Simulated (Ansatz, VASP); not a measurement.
**LiF in VASP and in Ansatz**

The input INCAR:

```
PREC     = Accurate       # precision mode
ENCUT    = 520            # plane-wave cutoff, eV
EDIFF    = 1E-7           # SCF threshold, eV
ISMEAR   = 0              # smearing method
SIGMA    = 0.05           # smearing width, eV
LREAL    = F              # projectors in reciprocal space
LASPH    = T              # aspherical terms in the spheres
NELM     = 100            # most SCF steps
ALGO     = Normal         # electronic algorithm
ISIF     = 2              # what is computed and relaxed
LWAVE    = F              # write WAVECAR
LCHARG   = F              # write CHGCAR
GGA      = PE             # functional
NBANDS   = 12             # bands
```

Contents of KPOINTS:

```
regular mesh
0
Gamma
  10 10 10
```

Contents of POSCAR:

```
LiF
1.0
    0.0000000000      1.9636500000      2.0140000000
    1.9636500000      0.0000000000      2.0140000000
    1.9636500000      1.9636500000      0.0000000000
Li F
1 1
Direct
    0.0000000000      0.0000000000      0.0000000000
    0.5000000000      0.5000000000      0.5000000000
```

Input for Ansatz:

```yaml
crystal:
  lattice:
    - [0.0, 1.96365, 2.014]
    - [1.96365, 0.0, 2.014]
    - [1.96365, 1.96365, 0.0]
  atoms:
    - { symbol: Li, position: [0.0, 0.0, 0.0] }
    - { symbol: F, position: [0.5, 0.5, 0.5] }
basis:
  ecutwfc: 420
kpoints:
  mp_grid: { grid: [10, 10, 10] }
hamiltonian:
  xc: pbe
scf:
  occupations: { method: gaussian, width: 0.05 }
output:
  forces: true
  stress: true
  eigenvalues: true
```

Change from the starting cell: strain -0.025 along x and y, +0.000 along z, atoms carried along.

Alike in both runs: task single point; functional PBE; k mesh 10 × 10 × 10; occupations gaussian, width 0.05 eV; no spin polarisation.

|  | VASP | Ansatz |
| --- | --- | --- |
| version | VASP 6.6.1 | Ansatz 0.2.0 |
| potentials or method | VASP PAW PBE potentials, release 64 (Li_sv, F), cutoff 520 eV | scalar-relativistic, plane waves, PAW |
| valence electrons in the cell | 10 | 10 |

Ansatz gave:

| Quantity | Value |
| --- | --- |
| gap on the k mesh at the Fermi level (eV) | 9.51 |
| least direct gap on the mesh (eV) | 9.51 |

**Question.** What did VASP give for the same quantities?

**Answer.** gap on the k mesh at the Fermi level (eV): 9.52; least direct gap on the mesh (eV): 9.52.

Noted on VASP's run: the cutoff is short for stress, so the pressure is rough.
